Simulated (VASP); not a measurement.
A run of VASP 6.6.1:

File INCAR:

```
  PREC = Accurate
  ENCUT = 520
  EDIFF = 1E-6
  ISMEAR = 0
  SIGMA = 0.02
  LREAL = False
  LASPH = True
  NELM = 80
  ALGO = Normal
  ISIF = 2
  LWAVE = False
  LCHARG = True
  GGA = PE
  LELF = True
  LVHAR = True
  NBANDS = 12
```

The input KPOINTS:

```
Automatic mesh
0
Gamma
  10 10 10
```

Contents of POSCAR:

```
LiF
1.0
    0.0000000000      1.9706003469      1.9706003469
    1.9706003469      0.0000000000      1.9706003469
    1.9706003469      1.9706003469      0.0000000000
Li F
1 1
Direct
    0.0000000000      0.0000000000      0.0000000000
    0.5000000000      0.5000000000      0.5000000000
```

Potentials or basis: VASP PAW PBE potentials, release 64 (Li_sv, F).

Command:

```sh
$ cat potpaw_PBE.64/Li_sv/POTCAR potpaw_PBE.64/F/POTCAR > POTCAR
$ mpirun -np 1 vasp_std > vasp.out
```

Hardware: 1 thread of Intel(R) Xeon(R) 6975P-C (Granite Rapids), with other jobs on the host.

Estimate the wall time of this run.

Run time: 7.5 s on 1 thread of Intel(R) Xeon(R) 6975P-C (Granite Rapids), with other jobs on the host, peak memory 0.13 GiB. Counts: scf iterations 12, k points 47.
